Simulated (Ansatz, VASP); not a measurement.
**Li: VASP beside Ansatz**

INCAR

```
SYSTEM = Li
  ALGO = Normal
  EDIFF = 1E-6
  ENCUT = 750
  GGA = RP
  GGA_COMPAT = .FALSE.
  ISIF = 2
  ISMEAR = 1
  LASPH = .TRUE.
  LCHARG = .TRUE.
  LELF = .TRUE.
  LREAL = .FALSE.
  LVHAR = .TRUE.
  LWAVE = .FALSE.
  NBANDS = 12
  NELM = 120
  PREC = Accurate
  SIGMA = 0.1
```

The input KPOINTS:

```
k-points
0
G
  10 10 10
  0 0 0
```

The input POSCAR:

```
Li
1.0
    1.5505000000      0.8951800000      7.5883000000
   -1.5505000000      0.8951800000      7.5883000000
    0.0000000000     -1.7903600000      7.5883000000
Li
3
Direct
    0.0000000000      0.0000000000      0.0000000000
    0.2220000000      0.2220000000      0.2220000000
    0.7780000000      0.7780000000      0.7780000000
```

Input for Ansatz:

```yaml
crystal:
  lattice:
    - [1.5505, 0.89518, 7.5883]
    - [-1.5505, 0.89518, 7.5883]
    - [0.0, -1.79036, 7.5883]
  atoms:
    - { symbol: Li, position: [0.0, 0.0, 0.0] }
    - { symbol: Li, position: [0.222, 0.22200000000000003, 0.222] }
    - { symbol: Li, position: [0.7779999999999999, 0.778, 0.7779999999999999] }
basis:
  ecutwfc: 510.0
kpoints:
  mp_grid:
    grid: [10, 10, 10]
hamiltonian:
  xc: rpbe
  pseudopotentials:
    kind: paw
scf:
  occupations:
    method: cold
    width: 0.1
output:
  stress: true
```

Alike in both runs: task single point; functional RPBE; k mesh 10 × 10 × 10; no spin polarisation.

```csv
,VASP,Ansatz
version,VASP 6.6.1,Ansatz 0.2.0
potentials or method,"VASP PAW PBE potentials, release 64 (Li_sv), cutoff 750 eV","plane waves, PAW"
occupations,"methfessel-paxton of order 1, width 0.1 eV","cold, width 0.1 eV"
valence electrons in the cell,9,9
```

VASP gave:

| Quantity | Value |
| --- | --- |
| pressure (GPa) | -0.2 |
| traceless stress, the component that is largest in VASP (GPa) | -0.27 |

**Question.** What did Ansatz give for the same quantities?

**Answer.** Pressure (GPa): 0.0; traceless stress, the component that is largest in VASP (GPa): -0.28.

VASP's potentials were made for PBE, not for RPBE.
